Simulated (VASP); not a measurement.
# BeS (I-4m2) in VASP: further runs

The runs below take BeS through single point, with r2SCAN.

Everything below comes from runs of VASP 6.6.1. Logs are shortened: lines on timing, memory, paths and dates and some standing lists are left out, and cuts for length are marked.

## 1. The cell of the first run

The structure is tetragonal, space group I-4m2 (No. 119). The conventional cell has a = 3.511 Å, b = 3.511 Å, c = 4.810 Å, α = 90.00°, β = 90.00°, γ = 90.00°. Be (site symmetry -4m2) has 4 S at 2.13 Å within 2.8 Å. Within 2.8 Å of S (site symmetry -4m2) lie 4 Be at 2.13 Å.

## 2. Single point, r2SCAN (in-plane strain +0.02)

Input file POSCAR:

```
BeS
1.0
    2.4829089885      2.4829089885      0.0000000000
   -2.4829089885      2.4829089885      0.0000000000
    0.0000000000      2.4829089885      2.4050138045
Be S
1 1
Direct
    0.0000000000      0.0000000000      0.0000000000
    0.7500000000      0.2500000000      0.5000000000
```

Input file INCAR.step1:

```
SYSTEM = BeS
ALGO = Normal
EDIFF = 1E-4
ENCUT = 520
GGA = PE
ISMEAR = 0
LASPH = .TRUE.
LCHARG = .FALSE.
LREAL = .FALSE.
LWAVE = .TRUE.
NBANDS = 11
NELM = 100
PREC = Accurate
SIGMA = 0.01
```

Input file INCAR.step2:

```
SYSTEM = BeS
ALGO = Normal
EDIFF = 1E-6
ENCUT = 520
ISIF = 2
ISMEAR = 0
ISTART = 1
LASPH = .TRUE.
LCHARG = .FALSE.
LMIXTAU = .TRUE.
LREAL = .FALSE.
LWAVE = .FALSE.
METAGGA = R2SCAN
NBANDS = 11
NELM = 100
PREC = Accurate
SIGMA = 0.01
```

Input file KPOINTS:

```
k-points
0
G
  8 8 8
  0 0 0
```

Potentials or basis: VASP PAW PBE potentials, release 64 (Be, S).

The run is started by

```
$ cat potpaw_PBE.64/Be/POTCAR potpaw_PBE.64/S/POTCAR > POTCAR
$ cp INCAR.step1 INCAR
$ mpirun -np 1 vasp_std > vasp.out
$ cp INCAR.step2 INCAR
$ mpirun -np 1 vasp_std > vasp.out
```

OUTCAR:

```text
SYSTEM = BeS
   EDIFF = 1E-6
   ENCUT = 520
   ISIF = 2
   ISMEAR = 0
   ISTART = 1
   LASPH = .TRUE.
   LREAL = .FALSE.
   METAGGA = R2SCAN
   NELM = 100
   PREC = Accurate

 ion  position               nearest neighbor table
   1  0.000  0.000  0.000-   2 2.13   2 2.13   2 2.13   2 2.13
   2  0.750  0.250  0.500-   1 2.13   1 2.13   1 2.13   1 2.13

  LATTYP: Found a body centered tetragonal cell.
 ALAT       =     3.5113635657
 C/A-ratio  =     1.3698460780

  Lattice vectors:

 A1 = (   2.4829089885,   0.0000000000,  -2.4050138045)
 A2 = (  -2.4829089885,   0.0000000000,  -2.4050138045)
 A3 = (   0.0000000000,   2.4829089885,   2.4050138045)

Analysis of symmetry for initial positions (statically):
=====================================================================
 Subroutine PRICEL returns:
 Original cell was already a primitive cell.

 Routine SETGRP: Setting up the symmetry group for a
 body centered tetragonal supercell.

 Subroutine GETGRP returns: Found  8 space group operations
 (whereof  8 operations were pure point group operations)
 out of a pool of 16 trial point group operations.

The static configuration has the point symmetry D_2d.

Analysis of symmetry for dynamics (positions and initial velocities):
=====================================================================
 Subroutine PRICEL returns:
 Original cell was already a primitive cell.

 Routine SETGRP: Setting up the symmetry group for a
 body centered tetragonal supercell.

 Subroutine GETGRP returns: Found  8 space group operations
 (whereof  8 operations were pure point group operations)
 out of a pool of 16 trial point group operations.

The dynamic configuration has the point symmetry D_2d.

 Subroutine INISYM returns: Found  8 space group operations
 (whereof  8 operations are pure point group operations),
 and found     1 'primitive' translations

----------------------------------------------------------------------------------------

                                     Primitive cell

  volume of cell :      29.6530

  direct lattice vectors                    reciprocal lattice vectors
     2.482908989  2.482908989  0.000000000     0.201376693  0.201376693 -0.207899015
    -2.482908989  2.482908989  0.000000000    -0.201376693  0.201376693 -0.207899015
     0.000000000  2.482908989  2.405013804     0.000000000  0.000000000  0.415798029

  length of vectors
     3.511363566  3.511363566  3.456722211     0.352600546  0.352600546  0.415798029

  position of ions in fractional coordinates (direct lattice)
     0.000000000  0.000000000  0.000000000
     0.750000000  0.250000000  0.500000000

  ion indices of the primitive-cell ions
   primitive index   ion index
                 1           1
                 2           2

----------------------------------------------------------------------------------------

 KPOINTS: k-points

Automatic generation of k-mesh.
 Grid dimensions read from file:
 generate k-points for:    8    8    8

 Generating k-lattice:

  Cartesian coordinates                     Fractional coordinates (reciprocal lattice)
     0.025172087  0.025172087 -0.025987377     0.125000000  0.000000000  0.000000000
    -0.025172087  0.025172087 -0.025987377     0.000000000  0.125000000  0.000000000
     0.000000000  0.000000000  0.051974754     0.000000000  0.000000000  0.125000000

  Length of vectors
     0.044075068  0.044075068  0.051974754

  Shift w.r.t. Gamma in fractional coordinates (k-lattice)
     0.000000000  0.000000000  0.000000000

 Subroutine IBZKPT returns following result:
 ===========================================

 Found     59 irreducible k-points:

 Following reciprocal coordinates:
            Coordinates               Weight
  0.000000  0.000000  0.000000      1.000000
  0.125000  0.000000  0.000000      8.000000
  0.250000  0.000000  0.000000      8.000000
  0.375000  0.000000 -0.000000      8.000000
  0.500000  0.000000  0.000000      4.000000
  0.125000  0.125000  0.000000      8.000000
[... 16 lines left out ...]
  0.250000  0.000000  0.125000      4.000000
  0.375000  0.000000  0.125000      8.000000
 [... further k-points ...]
   k-points           NKPTS =     59   k-points in BZ     NKDIM =     59   number of bands    NBANDS=     11
   number of dos      NEDOS =    301   number of ions     NIONS =      2
   total plane-waves  NPLWV =  21952
   dimension x,y,z NGX =    28 NGY =   28 NGZ =   28
   dimension x,y,z NGXF=    56 NGYF=   56 NGZF=   56
   ions per type =               1   1
   NGX,Y,Z   is equivalent  to a cutoff of  13.26, 13.26, 13.47 a.u.
   NGXF,Y,Z  is equivalent  to a cutoff of  26.51, 26.51, 26.93 a.u.
 SYSTEM =  BeS
   PREC   = accura    normal or accurate (medium, high low for compatibility)
   ISTART =      1    job   : 0-new  1-cont  2-samecut
   ICHARG =      0    charge: 1-file 2-atom 10-const
   ISPIN  =      1    spin polarized calculation?
   LNONCOLLINEAR =      F non collinear calculations
   LSORBIT =      F    spin-orbit coupling
   LASPH  =      T    aspherical Exc in radial PAW
   ENCUT  =  520.0 eV  38.22 Ry    6.18 a.u.   6.53  6.53  6.43*2*pi/ulx,y,z
   NELM   =    100;   NELMIN=  2; NELMDL=  0     # of ELM steps
   EDIFF  = 0.1E-05   stopping-criterion for ELM
   LREAL  =      F    real-space projection
   EDIFFG = 0.1E-04   stopping-criterion for IOM
   NSW    =      0    number of steps for IOM
   IBRION =     -1    ionic relax: 0-MD 1-quasi-New 2-CG
   NFREE  =      0    steps in history (QN), initial steepest desc. (CG)
   ISIF   =      2    stress and relaxation
   ISYM   =      2    0-nonsym 1-usesym 2-fastsym
   POTIM  = 0.5000    time-step for ionic-motion
   TEBEG  =    0.0;   TEEND  =   0.0 temperature during run
   PSTRESS=    0.0 pullay stress
   NELECT =       8.0000    total number of electrons
   NUPDOWN=      -1.0000    fix difference up-down
   EMIN   =  10.00;   EMAX   =-10.00  energy-range for DOS
   EFERMI =   0.00;   METHOD = LEGACY
   ISMEAR =     0;   SIGMA  =   0.01  broadening in eV -4-tet -1-fermi 0-gaus
   EFERMI_NEDOS =   21; number of points for ismear=-14 and -15
   IALGO  =     38    algorithm
   IMIX   =      4    mixing-type and parameters
     AMIX     =   0.40;   BMIX     =  1.00
     AMIX_MAG =   1.60;   BMIX_MAG =  1.00
  volume/ion in A,a.u.               =      14.83       100.05
  Fermi-wavevector in a.u.,A,eV,Ry     =   1.057828  1.999005 15.224923  1.119000
  Thomas-Fermi vector in A             =   2.193115
   LORBIT       =      0    0 simple, 1 ext, 2 COOP (PROOUT), +10 PAW based schemes
   METAGGA = R2SCAN    functional components
   LHFCALC =     F    Hartree Fock is set to
   AEXX    =    0.0000 exact exchange contribution
   IVDW    =     0    specifies the selected vdW correction
   LEPSILON=     F    determine dielectric tensor
   LRPA    =     F    only Hartree local field effects (RPA)
 non-spin polarized calculation
 Gauss-broadening in eV      SIGMA  =   0.01
  energy-cutoff  :      520.00
  volume of cell :       29.65
 maximum number of plane-waves:       829
 NGX is ok and might be reduce to    28
   NGX = 13   NGY = 13   NGZ = 13

 number of electron       7.9999999 magnetization

 Free energy of the ion-electron system (eV)
  ---------------------------------------------------
  ext. energy  EPLUGINS =         0.00000000
  ---------------------------------------------------
  free energy    TOTEN  =       -14.77563679 eV

  energy without entropy =      -14.77563679  energy(sigma->0) =      -14.77563679

 E-fermi :   3.7193     XC(G=0): -10.0159

 val. band max:        3.6788365807   @ k =   0.0000   0.0000   0.0000
 cond. band min:       7.0727189736   @ k =   0.0000   0.0000   0.5000
 fundamental gap:      3.3938823929
 Fermi energy:         3.7192812520

 k-point     1 :       0.0000    0.0000    0.0000
  band No.  band energies     occupation
      1     -10.4597      2.00000
      2       3.5175      2.00000
      3       3.5175      2.00000
      4       3.6788      2.00000
      5       9.8325      0.00000
      6       9.8672      0.00000
      7       9.8672      0.00000
      8       9.9073      0.00000
      9      16.5709      0.00000
     10      17.2387      0.00000
     11      19.1582      0.00000

 k-point     2 :       0.1250    0.0000    0.0000
  band No.  band energies     occupation
      1     -10.2838      2.00000
      2       2.4031      2.00000
      3       3.3120      2.00000
      4       3.4561      2.00000
      5       9.7261      0.00000
      6      10.2100      0.00000
      7      10.2125      0.00000
      8      11.2063      0.00000
      9      15.9913      0.00000
     10      16.5033      0.00000
     11      19.0957      0.00000

 k-point     3 :       0.2500    0.0000    0.0000
  band No.  band energies     occupation
      1      -9.8019      2.00000
      2       0.3237      2.00000
      3       2.8946      2.00000
      4       3.1034      2.00000
      5       9.6222      0.00000
      6      10.6910      0.00000
      7      10.8183      0.00000
      8      13.3626      0.00000
      9      15.9454      0.00000
     10      16.1294      0.00000
     11      18.6366      0.00000

 k-point     4 :       0.3750    0.0000   -0.0000
  band No.  band energies     occupation
      1      -9.1980      2.00000
      2      -1.4220      2.00000
      3       2.5522      2.00000
      4       2.8161      2.00000
      5       9.5168      0.00000
      6      10.6776      0.00000
      7      10.9762      0.00000
      8      14.9753      0.00000
      9      17.3210      0.00000
     10      17.5067      0.00000
     11      18.7508      0.00000
[... 239 lines left out ...]
 k-point    22 :       0.0000    0.0000    0.1250
  band No.  band energies     occupation
      1     -10.2142      2.00000
      2       2.7115      2.00000
      3       2.9354      2.00000
      4       2.9354      2.00000
      5       9.3484      0.00000
      6      10.8070      0.00000
      7      10.8070      0.00000
      8      11.0070      0.00000
      9      15.4439      0.00000
     10      16.9338      0.00000
     11      19.8673      0.00000

 k-point    23 :       0.2500    0.0000    0.1250
  band No.  band energies     occupation
      1     -10.0142      2.00000
      2       1.4494      2.00000
      3       2.5541      2.00000
      4       3.2549      2.00000
      5      10.2049      0.00000
      6      10.4160      0.00000
      7      10.6733      0.00000
      8      12.2235      0.00000
      9      14.9113      0.00000
     10      16.6014      0.00000
     11      19.7836      0.00000

 k-point    24 :       0.3750    0.0000    0.1250
  band No.  band energies     occupation
      1      -9.4842      2.00000
      2      -0.2299      2.00000
      3       1.9697      2.00000
      4       2.8345      2.00000
      5      10.1673      0.00000
      6      10.9509      0.00000
      7      11.2103      0.00000
      8      13.3884      0.00000
      9      15.0484      0.00000
     10      18.0527      0.00000
     11      19.4297      0.00000

 [... further k-points ...]
[... 5 lines left out ...]
  --------------------------------------------------------------------------------------
  -------------------------------------------------------------------------------------
  Total       -0.6080441     -0.6080441     -0.0637637      0.0000000     -0.0000000      0.0000000
  in kB      -32.8531085    -32.8531085     -3.4452013      0.0000000     -0.0000000      0.0000000
  external PRESSURE =     -23.0504728 kB  Pullay stress =       0.0000000 kB

 VOLUME and BASIS-vectors are now :
 -----------------------------------------------------------------------------
  energy-cutoff  :      520.00
  volume of cell :       29.65
      direct lattice vectors                 reciprocal lattice vectors
     2.482908989  2.482908989  0.000000000     0.201376693  0.201376693 -0.207899015
    -2.482908989  2.482908989  0.000000000    -0.201376693  0.201376693 -0.207899015
     0.000000000  2.482908989  2.405013804     0.000000000  0.000000000  0.415798029

 POSITION                                       TOTAL-FORCE (eV/Angst)
 -----------------------------------------------------------------------------------
      0.00000      0.00000      0.00000        -0.000000      0.000000      0.000000
      1.24145      3.72436      1.20251         0.000000     -0.000000      0.000000
 -----------------------------------------------------------------------------------
    total drift:                               -0.000000      0.000000     -0.000000

  FREE ENERGIE OF THE ION-ELECTRON SYSTEM (eV)
  ---------------------------------------------------
  free  energy   TOTEN  =       -14.7756367926 eV

  energy  without entropy=      -14.7756367926  energy(sigma->0) =      -14.77563679
```

Wall time 1.7 min (1 thread of Intel Xeon Platinum 8375C at 2.90GHz (Ice Lake), shared host); peak memory 0.16 GiB.

What came out:

```yaml
Free_energy: -14.7756 eV
Pressure: -2.3 GPa
Band_gap_on_the_k_mesh: 3.39 eV (least direct gap 6.15 eV)
```

Stress tensor (GPa, compression positive):
```
-3.29  0.00  0.00
 0.00 -3.29  0.00
 0.00  0.00 -0.34
```

Caveat: the cell differs from its parent crystal (in-plane strain +0.02); the PAW data sets were made with another functional, which shifts forces and pressure a little.

## 3. Single point, r2SCAN (film at in-plane strain +0.02)

Edit POSCAR of step 2 so:

```diff
@@ -4,3 +4,3 @@
    -2.4829089885      2.4829089885      0.0000000000
-    0.0000000000      2.4829089885      2.4050138045
+    0.0000000000      2.4829089885      2.3958932926
 Be S
```

Input file INCAR.step1:

```
SYSTEM = BeS
ALGO     = Normal         ! electronic algorithm
EDIFF    = 1E-4           ! SCF threshold, eV
ENCUT    = 520            ! plane-wave cutoff, eV
GGA      = PE             ! functional
ISMEAR   = 0              ! smearing method
LASPH    = .True.         ! aspherical terms in the spheres
LCHARG   = .False.        ! write CHGCAR
LREAL    = .False.        ! projectors in reciprocal space
LWAVE    = .True.         ! write WAVECAR
NBANDS   = 11             ! bands
NELM     = 60             ! most SCF steps
PREC     = Accurate       ! precision mode
SIGMA    = 0.01           ! smearing width, eV
```

Input file INCAR.step2:

```
SYSTEM = BeS
ALGO     = Normal         ! electronic algorithm
EDIFF    = 1E-6           ! SCF threshold, eV
ENCUT    = 520            ! plane-wave cutoff, eV
ISIF     = 2              ! what is computed and relaxed
ISMEAR   = 0              ! smearing method
ISTART   = 1            
LASPH    = .True.         ! aspherical terms in the spheres
LCHARG   = .True.         ! write CHGCAR
LELF     = .True.         ! ELF
LMIXTAU  = .True.       
LREAL    = .False.        ! projectors in reciprocal space
LVHAR    = .True.       
LWAVE    = .False.        ! write WAVECAR
METAGGA  = R2SCAN         ! meta-GGA
NBANDS   = 11             ! bands
NELM     = 60             ! most SCF steps
PREC     = Accurate       ! precision mode
SIGMA    = 0.01           ! smearing width, eV
```

Input file KPOINTS:

```
k-points
0
Gamma
  8 8 8
  0 0 0
```

Potentials or basis: VASP PAW PBE potentials, release 64 (Be, S).

The run is started by

```
$ cat potpaw_PBE.64/Be/POTCAR potpaw_PBE.64/S/POTCAR > POTCAR
$ cp INCAR.step1 INCAR
$ mpirun -np 1 vasp_std > vasp.out
$ cp INCAR.step2 INCAR
$ mpirun -np 1 vasp_std > vasp.out
```

Run time: 83 s. Hardware: 1 thread of Intel Xeon Platinum 8375C at 2.90GHz (Ice Lake), shared host; peak memory 0.16 GiB.

Results (log left out):

* Free energy: -14.7757 eV
* Pressure: -2.0 GPa
* Band gap on the k mesh: 3.36 eV (least direct gap 6.14 eV)

Stress tensor (GPa, compression positive):
```
-3.06  0.00  0.00
 0.00 -3.06  0.00
 0.00  0.00  0.22
```

Levels at points of the mesh, in eV from the valence-band top:
```
           k point  band 2  band 3  band 4  band 5  band 6  band 7
(0.00, 0.00, 0.00)   -0.18   -0.18    0.00    6.14    6.18    6.18
(0.50, 0.00, 0.00)   -5.85   -1.29   -0.97    5.78    6.87    7.27
(0.50, 0.50, 0.00)   -5.21   -2.64   -2.58    3.62    5.41   13.28
(0.00, 0.00, 0.50)   -4.96   -2.90   -2.90    3.36    5.06   13.45
```

Caveat: the cell differs from its parent crystal (film at in-plane strain +0.02); the PAW data sets were made with another functional, which shifts forces and pressure a little.
